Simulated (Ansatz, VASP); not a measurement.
## Two plane-wave programs on B4N3

Contents of INCAR:

```
SYSTEM = B4N3
PREC     = Accurate       ! precision mode
ENCUT    = 520            ! plane-wave cutoff, eV
EDIFF    = 1E-6           ! SCF threshold, eV
ISMEAR   = 0              ! smearing method
SIGMA    = 0.05           ! smearing width, eV
LREAL    = .FALSE.        ! projectors in reciprocal space
LASPH    = .TRUE.         ! aspherical terms in the spheres
NELM     = 150            ! most SCF steps
ALGO     = Normal         ! electronic algorithm
ISIF     = 2              ! what is computed and relaxed
LWAVE    = .FALSE.        ! write WAVECAR
LCHARG   = .FALSE.        ! write CHGCAR
ISPIN    = 2              ! spin polarisation
MAGMOM   = 0 0 0 1 0 0 0  ! initial moments
LORBIT   = 11             ! projections on sites
LDIPOL   = .TRUE.       
IDIPOL   = 3            
DIPOL    = 0.5 0.5 0.515
GGA      = PE             ! functional
IVDW     = 12             ! dispersion correction
NBANDS   = 26             ! bands
```

File KPOINTS:

```
regular mesh
0
G
  12 12 1
  0 0 0
```

POSCAR

```
B4N3
1.0
    2.5061138139      0.0000000000      0.0000000000
   -1.2530569069      2.1703582276      0.0000000000
    0.0000000000      0.0000000000     25.5926876535
B N
4 3
Direct
    0.6666666667      0.3333333333      0.3321261180
    0.3333333333      0.6666666667      0.4620997192
    0.0000000000      0.0000000000      0.5919331793
    1.0000000000      1.0000000000      0.8338333586
    0.3333333333      0.6666666667      0.3322402186
    0.0000000000      0.0000000000      0.4621445630
    0.6666666667      0.3333333333      0.5920079011
```

Input for Ansatz:

```yaml
crystal:
  lattice:
    - [2.5061138139, 0.0, 0.0]
    - [-1.2530569069, 2.1703582276, 0.0]
    - [0.0, 0.0, 25.5926876535]
  atoms:
    - { symbol: B, position: [0.6666666667, 0.3333333333, 0.332126118] }
    - { symbol: "N", position: [0.3333333333, 0.6666666667, 0.3322402186] }
    - { symbol: B, position: [0.3333333333, 0.6666666667, 0.4620997192] }
    - { symbol: "N", position: [0.0, 0.0, 0.462144563] }
    - { symbol: B, position: [0.0, 0.0, 0.5919331793] }
    - { symbol: "N", position: [0.6666666667, 0.3333333333, 0.5920079011] }
    - { symbol: B, position: [1.0, 1.0, 0.8338333586], spin: 1.0 }
basis:
  ecutwfc: 420
kpoints:
  mp_grid: { grid: [12, 12, 1] }
hamiltonian:
  xc: pbe
  dispersion: d3bj
scf:
  occupations: { method: gaussian, width: 0.05 }
output:
  forces: true
  stress: true
  eigenvalues: true
  populations: true
  write_density: true
  write_potential: true
  elf: true
  volumetric_format: npy
magnetization:
  spin_polarized: true
efield:
  axis: 3
  dipole_correction: true
  ramp_width: 0.04
```

Alike in both runs: task single point; functional PBE; dispersion D3(BJ); k mesh 12 × 12 × 1; occupations gaussian, width 0.05 eV; collinear spin.

```csv
,VASP,Ansatz
version,VASP 6.6.1,Ansatz 0.2.0
potentials or method,"VASP PAW PBE potentials, release 64 (B, N), cutoff 520 eV","scalar-relativistic, plane waves, PAW"
valence electrons in the cell,27,27
```

```tsv
	VASP	Ansatz	Ansatz less VASP
gap on the k mesh at the Fermi level (eV)	none	none	-
rms of the force components (eV/Å)	0.018	0.018	-0.0001
net moment per atom (μB)	0.00	0.00	0.000
```

A gap of «none» marks a metal or a gap that the smearing closes. Ansatz's warnings: seeded moment not kept, xc potential rough in thin density.
